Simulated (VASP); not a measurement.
A run of VASP 6.6.1 is set up as follows.

INCAR

```
  PREC = Accurate
  ENCUT = 520
  EDIFF = 1E-7
  ISMEAR = 0
  SIGMA = 0.1
  LREAL = F
  LASPH = T
  NELM = 80
  ALGO = Normal
  ISIF = 2
  LWAVE = F
  LCHARG = F
  GGA = PE
  NBANDS = 15
```

File KPOINTS:

```
regular mesh
0
Gamma
  22 22 22
```

POSCAR

```
TiC
1.0
    0.0000000000      2.1664865930      2.1664865930
    2.1664865930      0.0000000000      2.1664865930
    2.1664865930      2.1664865930      0.0000000000
Ti C
1 1
Direct
    0.0000000000      0.0000000000      0.0000000000
    0.5000000000      0.5000000000      0.5000000000
```

Potentials or basis: VASP PAW PBE potentials, release 64 (Ti_sv, C).

Command:

```console
$ cat potpaw_PBE.64/Ti_sv/POTCAR potpaw_PBE.64/C/POTCAR > POTCAR
$ mpirun -np 1 vasp_std > vasp.out
```

(1) Predict the band gap on the k mesh.

(2) Estimate the pressure.

## Answers

(1) zero (band 8 reaches 10.09 eV, above the bottom of band 9 at 8.99 eV).

(2) 0.2 GPa.
